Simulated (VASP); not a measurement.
A run of VASP 6.6.1 is set up as follows.

The input INCAR:

```
PREC = Accurate
ENCUT = 520
EDIFF = 1E-6
ISMEAR = -1
SIGMA = 0.05
LREAL = F
LASPH = T
NELM = 100
ALGO = Normal
ISIF = 2
LWAVE = F
LCHARG = F
GGA = PS
NBANDS = 11
```

KPOINTS

```
regular mesh
0
Gamma
  8 8 8
```

POSCAR

```
Ba
1.0
   -2.4411340000      2.4411340000      2.4411340000
    2.4411340000     -2.4411340000      2.4411340000
    2.4411340000      2.4411340000     -2.4411340000
Ba
1
Direct
    0.0000000000      0.0000000000      0.0000000000
```

Potentials or basis: VASP PAW PBE potentials, release 64 (Ba_sv).

The run is started by

```bash
$ cat potpaw_PBE.64/Ba_sv/POTCAR > POTCAR
$ mpirun -np 1 vasp_std > vasp.out
```

What does it give for the band gap on the k mesh?

Zero (band 5 reaches 2.40 eV, above the bottom of band 6 at 1.15 eV).

What does it give for the pressure?

0.0 GPa.

Caveat: the PAW data sets were made with another functional, which shifts forces and pressure a little; spin-orbit coupling is left out, which moves the levels of the heavy elements.
